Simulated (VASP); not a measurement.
A run of VASP 6.6.1 is set up as follows.

INCAR

```
PREC = Accurate
ENCUT = 520
EDIFF = 1E-6
ISMEAR = -1
SIGMA = 0.05
LREAL = False
LASPH = True
NELM = 150
ALGO = Normal
ISIF = 2
LWAVE = False
LCHARG = False
ISPIN = 2
MAGMOM = 1 0
LORBIT = 11
LMAXMIX = 4
GGA = B5
ALDAX = 1.0
AGGAX = 1.0
AGGAC = 1.0
ALDAC = 0.0
IVDW = 12
NBANDS = 19
VDW_S6 = 1.0
VDW_S8 = 2.6996
VDW_A1 = 0.4298
VDW_A2 = 4.2359
```

KPOINTS

```
regular mesh
0
Gamma
  11 11 11
```

File POSCAR:

```
NiO
1.0
    0.0000000000      2.0719018797      2.0719018797
    2.0719018797      0.0000000000      2.0719018797
    2.0719018797      2.0719018797      0.0000000000
Ni O
1 1
Direct
    0.0000000000      0.0000000000      0.0000000000
    0.5000000000      0.5000000000      0.5000000000
```

Potentials or basis: VASP PAW PBE potentials, release 64 (Ni, O).

Command:

```console
$ cat potpaw_PBE.64/Ni/POTCAR potpaw_PBE.64/O/POTCAR > POTCAR
$ mpirun -np 1 vasp_std > vasp.out
```

Q: Estimate the net moment.

A: 1.54 μB per cell.

Q: Predict the site moments.

A: Ni +1.28; O +0.23 μB.

Q: Estimate the dispersion energy per atom.

A: -0.579 eV.

Q: What does it give for the pressure?

A: 11.5 GPa.

Caveat: the cell stands under pressure; the PAW data sets were made with another functional, which shifts forces and pressure a little; a cell with one magnetic atom can't hold antiferromagnetic order, which such compounds often take.
